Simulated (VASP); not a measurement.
Ge, 2 atoms in the cell. The cell holds a slab with vacuum, 2 atoms: a = 3.856 Å, b = 3.856 Å, c = 28.000 Å, α = 90.00°, β = 90.00°, γ = 120.00°. 

* Program: VASP 6.6.1
* Task: single point
* Functional: PBE
* Potentials or basis: VASP PAW PBE potentials, release 64 (Ge_d)
* Cutoff: 520 eV
* k mesh: 12 × 12 × 1
* Occupations: gaussian, width 0.1 eV
* Spin: no spin polarisation
* Dipole correction: yes
* Further INCAR settings: ALGO = Normal; EDIFF = 1e-06; NBANDS = 21

Potentials or basis: VASP PAW PBE potentials, release 64 (Ge_d).

Launch:

```console
$ cat potpaw_PBE.64/Ge_d/POTCAR > POTCAR
$ mpirun -np 1 vasp_std > vasp.out
```

Hardware: 1 thread of Intel(R) Xeon(R) 6975P-C (Granite Rapids), on a shared host.

Question: Estimate the wall time of this run.

Answer: It took 120 s on 1 thread of Intel(R) Xeon(R) 6975P-C (Granite Rapids), on a shared host, peak memory 0.48 GiB. Counts: scf iterations 20, k points 19.
